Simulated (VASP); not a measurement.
Cu:

```
CELL_PARAMETERS angstrom
0.00000 1.80750 1.80750
1.80750 0.00000 1.80750
1.80750 1.80750 0.00000
ATOMIC_POSITIONS crystal
Cu 0.00000 0.00000 0.00000
```

```yaml
Program: VASP 6.6.1
Task: relaxation of cell and atoms
Functional: PBEsol
Potentials_or_basis: VASP PAW PBE potentials, release 64 (Cu)
Cutoff: 600 eV
k_mesh: 15 × 15 × 15
Occupations: fermi-dirac, width 0.05 eV
Spin: no spin polarisation
```

At the start: pressure -5.8 GPa; volume 11.81 Å³/atom.

**Question.** Where does the relaxation end?

**Answer.** Over 3 steps the energy falls by 8.8 meV/atom and the volume is 11.35 Å³/atom (-3.9 %); space group Fm-3m (No. 225, to 0.05 Å).

Step by step:
```tsv
step	energy change (eV)	largest force (eV/Å)	pressure (GPa)	volume (Å³)
1	0.0000	0.0000	-5.84	11.81
2	-0.0056	0.0000	4.09	11.09
3	-0.0088	0.0000	-0.02	11.35
```

Final structure:
```cif
data_structure
_symmetry_space_group_name_H-M 'P 1'
_symmetry_Int_Tables_number 1
_cell_length_a 2.5225
_cell_length_b 2.5225
_cell_length_c 2.5225
_cell_angle_alpha 60.000
_cell_angle_beta 60.000
_cell_angle_gamma 60.000
_cell_volume 11.35
loop_
_atom_site_label
_atom_site_type_symbol
_atom_site_fract_x
_atom_site_fract_y
_atom_site_fract_z
_atom_site_occupancy
Cu1 Cu 0.00000 0.00000 0.00000 1
```

Caveat: the PAW data sets were made with another functional, which shifts forces and pressure a little.
